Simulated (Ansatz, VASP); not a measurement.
**Y2AlB2 in VASP and in Ansatz**

```xyz
5
Lattice="0.0000 0.0000 3.7842 4.0472 -2.6854 1.8921 4.0472 2.6854 -1.8921" Properties=species:S:1:pos:R:3 pbc="T T T"
B     4.0472   -1.1289    3.7842
B     4.0472    1.1289    0.0000
Y     5.7588    0.0000    1.8921
Y     2.3356    0.0000    1.8921
Al    0.0000    0.0000    0.0000
```

Alike in both runs: task single point; functional r2SCAN; k mesh 8 × 8 × 8; no spin polarisation.

|  | VASP | Ansatz |
| --- | --- | --- |
| version | VASP 6.6.1 | Ansatz 0.2.0 |
| potentials or method | VASP PAW PBE potentials, release 64 (B, Y_sv, Al), cutoff 520 eV | PAW plane waves |
| occupations | fermi-dirac, width 0.1 eV | fermi-dirac |
| valence electrons in the cell | 31 | 31 |

```tsv
	VASP	Ansatz	Ansatz less VASP
pressure (GPa)	-0.5	-0.5	+0.05
traceless stress, the component that is largest in VASP (GPa)	5.77	5.76	-0.006
rms of the force components (eV/Å)	0.418	0.420	+0.0015
```

VASP's potentials were made for PBE, not for r2SCAN. Atom by atom the forces differ by 0.002 eV/Å (rms over components).
